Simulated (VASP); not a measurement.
# Zn (Im-3m) in VASP: relaxation of cell and atoms with HF

Aim: the relaxation of cell and atoms of Zn with HF.

Program: VASP 6.6.1. These are calculated values, not measurements. Logs are shortened: lines on timing, memory, paths and dates and some standing lists are left out, and cuts for length are marked.

## (1) The cell of the first run

It takes space group Im-3m (No. 229, cubic). The conventional cell has a = 3.138 Å, b = 3.138 Å, c = 3.138 Å, α = 90.00°, β = 90.00°, γ = 90.00°. Zn (site symmetry m-3m) has 14 Zn at 2.72 to 3.14 Å within 3.6 Å.

## (2) Relaxation of cell and atoms, HF

The input, POSCAR:

```
Zn
1.0
   -1.5690370000      1.5690370000      1.5690370000
    1.5690370000     -1.5690370000      1.5690370000
    1.5690370000      1.5690370000     -1.5690370000
Zn
1
Direct
    0.0000000000      0.0000000000      0.0000000000
```

The input, INCAR.step1:

```
ALGO = Normal
EDIFF = 1E-5
ENCUT = 600
GGA = PE
ISMEAR = -1
LASPH = True
LCHARG = False
LREAL = False
LWAVE = True
NBANDS = 12
NELM = 80
PREC = Accurate
SIGMA = 0.05
```

The input, INCAR.step2:

```
AEXX = 1.0
AGGAC = 0.0
ALDAC = 0.0
ALGO = Normal
EDIFF = 1E-6
EDIFFG = -0.01
ENCUT = 600
GGA = PE
IBRION = 2
ISIF = 3
ISMEAR = -1
ISTART = 1
LASPH = True
LCHARG = False
LHFCALC = True
LREAL = False
LWAVE = False
NELM = 80
NSW = 60
PREC = Accurate
PRECFOCK = Normal
SIGMA = 0.05
```

The input, KPOINTS:

```
k-points
0
Gamma
  6 6 6
```

Potentials or basis: VASP PAW PBE potentials, release 64 (Zn).

On the command line:

```bash
> cat potpaw_PBE.64/Zn/POTCAR > POTCAR
> cp INCAR.step1 INCAR
> mpirun -np 1 vasp_std > vasp.out
> cp INCAR.step2 INCAR
> mpirun -np 1 vasp_std > vasp.out
```

OUTCAR:

```text
AEXX = 1.0
   EDIFF = 1E-6
   EDIFFG = -0.01
   ENCUT = 600
   GGA = PE
   IBRION = 2
   ISIF = 3
   ISMEAR = -1
   ISTART = 1
   LASPH = True
   LHFCALC = True
   LREAL = False
   NELM = 80
   NSW = 60
   PREC = Accurate
   PRECFOCK = Normal

 ion  position               nearest neighbor table
   1  0.000  0.000  0.000-

  LATTYP: Found a body centered cubic cell.
 ALAT       =     3.1380740000

  Lattice vectors:

 A1 = (  -1.5690370000,   1.5690370000,   1.5690370000)
 A2 = (   1.5690370000,  -1.5690370000,   1.5690370000)
 A3 = (   1.5690370000,   1.5690370000,  -1.5690370000)

Analysis of symmetry for initial positions (statically):
=====================================================================
 Subroutine PRICEL returns:
 Original cell was already a primitive cell.

 Routine SETGRP: Setting up the symmetry group for a
 body centered cubic supercell.

 Subroutine GETGRP returns: Found 48 space group operations
 (whereof 48 operations were pure point group operations)
 out of a pool of 48 trial point group operations.

The static configuration has the point symmetry O_h .

Analysis of symmetry for dynamics (positions and initial velocities):
=====================================================================
 Subroutine PRICEL returns:
 Original cell was already a primitive cell.

 Routine SETGRP: Setting up the symmetry group for a
 body centered cubic supercell.

 Subroutine GETGRP returns: Found 48 space group operations
 (whereof 48 operations were pure point group operations)
 out of a pool of 48 trial point group operations.

The dynamic configuration has the point symmetry O_h .

 Subroutine INISYM returns: Found 48 space group operations
 (whereof 48 operations are pure point group operations),
 and found     1 'primitive' translations

----------------------------------------------------------------------------------------

                                     Primitive cell

  volume of cell :      15.4511

  direct lattice vectors                    reciprocal lattice vectors
    -1.569037000  1.569037000  1.569037000     0.000000000  0.318666800  0.318666800
     1.569037000 -1.569037000  1.569037000     0.318666800  0.000000000  0.318666800
     1.569037000  1.569037000 -1.569037000     0.318666800  0.318666800  0.000000000

  length of vectors
     2.717651803  2.717651803  2.717651803     0.450662911  0.450662911  0.450662911

  position of ions in fractional coordinates (direct lattice)
[... 68 lines left out ...]
   EDIFF  = 0.1E-05   stopping-criterion for ELM
   LREAL  =      F    real-space projection
   EDIFFG = -.1E-01   stopping-criterion for IOM
   NSW    =     60    number of steps for IOM
   IBRION =      2    ionic relax: 0-MD 1-quasi-New 2-CG
   NFREE  =      1    steps in history (QN), initial steepest desc. (CG)
   ISIF   =      3    stress and relaxation
   ISYM   =      3    0-nonsym 1-usesym 2-fastsym
   POTIM  = 0.5000    time-step for ionic-motion
   TEBEG  =    0.0;   TEEND  =   0.0 temperature during run
   PSTRESS=    0.0 pullay stress
   NELECT =      12.0000    total number of electrons
   NUPDOWN=      -1.0000    fix difference up-down
   EMIN   =  10.00;   EMAX   =-10.00  energy-range for DOS
   EFERMI =   0.00;   METHOD = LEGACY
   ISMEAR =    -1;   SIGMA  =   0.05  broadening in eV -4-tet -1-fermi 0-gaus
   EFERMI_NEDOS =   21; number of points for ismear=-14 and -15
   IALGO  =     38    algorithm
   IMIX   =      1    mixing-type and parameters
     AMIX     =   0.40;   BMIX     =  1.00
     AMIX_MAG =   1.60;   BMIX_MAG =  1.00
  volume/ion in A,a.u.               =      15.45       104.27
  Fermi-wavevector in a.u.,A,eV,Ry     =   1.504811  2.843681 30.809811  2.264457
  Thomas-Fermi vector in A             =   2.615742
   LORBIT       =      0    0 simple, 1 ext, 2 COOP (PROOUT), +10 PAW based schemes
   GGA     = PE    functional components
   LHFCALC =     T    Hartree Fock is set to
   PRECFOCK=normal    Normal, Fast or Accurate (Low or Medium for compatibility)
   ENCUT4O =  -1.0   cutoff for four orbital integrals eV
   NKREDX  =     1    reduce k-point grid by
   NKREDY  =     1    reduce k-point grid by
   NKREDZ  =     1    reduce k-point grid by
   AEXX    =    1.0000 exact exchange contribution
   HFSCREEN=    0.0000 screening length (either q_TF or 0.3 A-1)
   HFSCREENC=   0.0000 screening length for correlation (either q_TF or 0.3 A-1)
   ENCUTFOCK=  -1.0 apply spherical cutoff to Coloumb kernel
   IVDW    =     0    specifies the selected vdW correction
   LEPSILON=     F    determine dielectric tensor
   LRPA    =     F    only Hartree local field effects (RPA)
 conjugate gradient relaxation of ions
 non-spin polarized calculation
  energy-cutoff  :      600.00
  volume of cell :       15.45
 maximum number of plane-waves:       531
 NGX is ok and might be reduce to    24
  NGX = 18; NGY = 18; NGZ = 18

--------------------------------------- Ionic step        1  -------------------------------------------

 number of electron      11.9999994 magnetization

 Free energy of the ion-electron system (eV)
  ---------------------------------------------------
  ext. energy  EPLUGINS =         0.00000000
  ---------------------------------------------------
  free energy    TOTEN  =        -0.77837160 eV

  energy without entropy =       -0.77522883  energy(sigma->0) =       -0.77680022

------------------------ aborting loop because EDIFF is reached ----------------------------------------

  FORCE on cell =-STRESS in cart. coord.  units (eV):
  Direction    XX          YY          ZZ          XY          YZ          ZX
  --------------------------------------------------------------------------------------
  -------------------------------------------------------------------------------------
  Total        1.1694648      1.1694648      1.1694648      0.0000000      0.0000000     -0.0000000
  in kB      121.2657558    121.2657558    121.2657558      0.0000000      0.0000000     -0.0000000
  external PRESSURE =     121.2657558 kB  Pullay stress =       0.0000000 kB
[... 57 lines left out ...]
--------------------------------------- Ionic step        3  -------------------------------------------

 number of electron      12.0000005 magnetization

 Free energy of the ion-electron system (eV)
  ---------------------------------------------------
  ext. energy  EPLUGINS =         0.00000000
  ---------------------------------------------------
  free energy    TOTEN  =        -0.87546419 eV

  energy without entropy =       -0.87234011  energy(sigma->0) =       -0.87390215

 E-fermi :   4.5930     XC(G=0):   0.0000

 val. band max:        1.8454602049   @ k =   0.3333   0.1667   0.1667
 cond. band min:       4.6479128029   @ k =   0.3333   0.1667   0.1667
 fundamental gap:      2.8024525980
 Fermi energy:         4.5929821858

 k-point     1 :       0.0000    0.0000    0.0000
  band No.  band energies     occupation
      1     -15.1732      2.00000
      2     -15.1732      2.00000
      3     -15.1732      2.00000
      4     -14.8385      2.00000
      5     -14.8385      2.00000
      6     -12.2534      2.00000
      7      26.3295      0.00000
      8      26.3295      0.00000
      9      26.3295      0.00000
     10      27.6744      0.00000
[... 221 lines left out ...]
  FREE ENERGIE OF THE ION-ELECTRON SYSTEM (eV)
  ---------------------------------------------------
  free  energy   TOTEN  =        -0.8754641947 eV

  energy  without entropy=       -0.8723401096  energy(sigma->0) =       -0.87390215

 reached required accuracy - stopping structural energy minimisation
```

It took 39 min on 1 thread of Intel Xeon Platinum 8259CL at 2.50GHz (Skylake/Cascade Lake), shared host; peak memory 0.15 GiB.

Results:

```yaml
Free_energy: -0.8755 eV
Relaxed_volume: 18.39 Å³/atom
Relaxed_cell: a = 2.880 Å, b = 2.880 Å, c = 2.880 Å, α = 109.47°, β = 109.47°, γ = 109.47°
Space_group_after_relaxing_to_0.05_Å: Im-3m (No. 229)
Energy_gained_by_relaxing: 97.1 meV/atom
Ionic_steps: 3
Pressure_after_relaxing: 0.0 GPa
Band_gap_on_the_k_mesh: zero (band 6 reaches 10.93 eV, above the bottom of band 7 at 0.61 eV)
```

Step by step:
| step | energy change (eV) | largest force (eV/Å) | pressure (GPa) | volume (Å³) |
| --- | --- | --- | --- | --- |
| 1 | 0.0000 | 0.0000 | 12.13 | 15.45 |
| 2 | -0.0968 | 0.0000 | 0.46 | 18.22 |
| 3 | -0.0971 | 0.0000 | 0.03 | 18.39 |

Final structure:
```
CELL_PARAMETERS angstrom
-1.66290 1.66290 1.66290
1.66290 -1.66290 1.66290
1.66290 1.66290 -1.66290
ATOMIC_POSITIONS crystal
Zn 0.00000 0.00000 0.00000
```

Caveat: the k points lie up to 0.45 Å⁻¹ apart in the final cell; the volume moved by over 15 % at a fixed basis, so the end points are rough; the PAW data sets were made with another functional, which shifts forces and pressure a little.
